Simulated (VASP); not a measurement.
A run of VASP 6.6.1 is set up as follows.

File INCAR:

```
PREC = Accurate
ENCUT = 520
EDIFF = 1E-6
ISMEAR = 0
SIGMA = 0.1
LREAL = F
LASPH = T
NELM = 60
ALGO = Normal
ISIF = 2
LWAVE = F
LCHARG = F
GGA = PE
NBANDS = 12
```

Contents of KPOINTS:

```
Automatic mesh
0
Gamma
  10 10 10
```

File POSCAR:

```
Zr
1.0
    0.0000000000      2.2646202716      2.2646202716
    2.2646202716      0.0000000000      2.2646202716
    2.2646202716      2.2646202716      0.0000000000
Zr
1
Direct
    0.0000000000      0.0000000000      0.0000000000
```

Potentials or basis: VASP PAW PBE potentials, release 64 (Zr_sv).

Command:

```console
$ cat potpaw_PBE.64/Zr_sv/POTCAR > POTCAR
$ mpirun -np 1 vasp_std > vasp.out
```

Estimate the pressure.

0.1 GPa.

Predict the band gap on the k mesh.

zero (band 6 reaches 9.89 eV, above the bottom of band 7 at 8.63 eV).
